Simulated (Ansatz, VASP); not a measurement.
**ZnS: VASP beside Ansatz**

The input INCAR:

```
PREC = Accurate
ENCUT = 520
EDIFF = 1E-6
ISMEAR = 0
SIGMA = 0.05
LREAL = F
LASPH = T
NELM = 100
ALGO = Normal
ISIF = 2
LWAVE = F
LCHARG = T
GGA = PE
LELF = T
LVHAR = T
NBANDS = 16
```

KPOINTS

```
Automatic mesh
0
Gamma
  10 10 10
```

The input POSCAR:

```
ZnS
1.0
    0.6592709901      3.0712380269      3.0712380269
    3.0712380269      0.6592709901      3.0712380269
    3.0712380269      3.0712380269      0.6592709901
Zn S
1 1
Direct
    0.0000000000      0.0000000000      0.0000000000
    0.7500000000      0.7500000000      0.7500000000
```

Input for Ansatz:

```yaml
crystal:
  lattice:
    - [0.6592709901, 3.0712380269, 3.0712380269]
    - [3.0712380269, 0.6592709901, 3.0712380269]
    - [3.0712380269, 3.0712380269, 0.6592709901]
  atoms:
    - { symbol: Zn, position: [0.0, 0.0, 0.0] }
    - { symbol: S, position: [0.75, 0.75, 0.75] }
basis:
  ecutwfc: 420
kpoints:
  mp_grid: { grid: [10, 10, 10] }
hamiltonian:
  xc: pbe
scf:
  occupations: { method: gaussian, width: 0.05 }
output:
  forces: true
  stress: true
  eigenvalues: true
```

Alike in both runs: task single point; functional PBE; k mesh 10 × 10 × 10; occupations gaussian, width 0.05 eV; no spin polarisation.

|  | VASP | Ansatz |
| --- | --- | --- |
| version | VASP 6.6.1 | Ansatz 0.2.0 |
| potentials or method | VASP PAW PBE potentials, release 64 (Zn, S), cutoff 520 eV | scalar-relativistic, plane waves, PAW |
| valence electrons in the cell | 18 | 18 |

|  | VASP | Ansatz | Ansatz less VASP |
| --- | --- | --- | --- |
| gap on the k mesh at the Fermi level (eV) | none | none | - |
| pressure (GPa) | 12.2 | 12.0 | -0.14 |
| traceless stress, the component that is largest in VASP (GPa) | -10.40 | -10.34 | +0.052 |
| rms of the force components (eV/Å) | 0.320 | 0.311 | -0.0090 |

Atom by atom the forces differ by 0.009 eV/Å (rms over components). A gap of «none» marks a metal or a gap that the smearing closes.
